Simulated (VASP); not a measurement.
Runs of VASP 6.6.1 on Be. The structure is that of space group P6_3/mmc (No. 194), or close to it. The cells are those of the table. 

```tsv
task	level	potentials or basis	cell	k mesh	cutoff (eV)	smearing	grid for exact exchange (PRECFOCK)	share of exact exchange	gap on the mesh (eV)	pressure (GPa)
single point	PBE	VASP PAW PBE potentials, release 64 (Be)	a = 2.285, b = 2.285, c = 3.584 Å, angles 90.0, 90.0, 120.0°, 2 atoms	13 × 13 × 8	520	gaussian 0.1 eV	-	-	none	-2.7
single point	LDA	VASP PAW LDA potentials, release 64 (Be)	a = 2.285, b = 2.285, c = 3.584 Å, angles 90.0, 90.0, 120.0°, 2 atoms	13 × 13 × 8	520	gaussian 0.05 eV	-	-	none	-7.9
single point	r2SCANh+D3(BJ)	VASP PAW PBE potentials, release 64 (Be)	a = 2.223, b = 2.223, c = 3.486 Å, angles 90.0, 90.0, 120.0°, 2 atoms	9 × 9 × 5	580	fermi-dirac 0.15 eV	Normal	0.1	none	(a)
single point	RPBE	VASP PAW PBE potentials, release 64 (Be)	a = 2.285, b = 2.285, c = 3.584 Å, angles 90.0, 90.0, 120.0°, 2 atoms	13 × 13 × 8	600	gaussian 0.01 eV	-	-	none	(b)
single point	revPBE	VASP PAW PBE potentials, release 64 (Be)	a = 2.285, b = 2.285, c = 3.578 Å, angles 90.0, 90.0, 120.0°, 2 atoms	13 × 13 × 8	520	methfessel-paxton 0.1 eV	-	-	none	0.0
single point	r2SCAN0	VASP PAW PBE potentials, release 64 (Be)	a = 2.285, b = 2.285, c = 3.584 Å, angles 90.0, 90.0, 120.0°, 2 atoms	8 × 8 × 5	580	fermi-dirac 0.025 eV	Normal	0.25	none	-3.4
relaxation of cell and atoms	revPBE	VASP PAW PBE potentials, release 64 (Be)	relaxed from a = 2.290, b = 2.281, c = 3.572 Å, angles 90.0, 90.2, 119.7°, 2 atoms	13 × 13 × 8	600	methfessel-paxton 0.1 eV	-	-	none	0.0
```

Alike in all rows: no spin polarisation.

Q: Fill in the values left out.

A: (a) 3.7; (b) 0.2.

Caveats: some runs use coarse meshes; the PAW data sets were made with another functional, which shifts forces and pressure a little (at least some runs); the cell stands under tension (at least some runs).

A gap of «none» marks levels without a gap at the run's occupations.
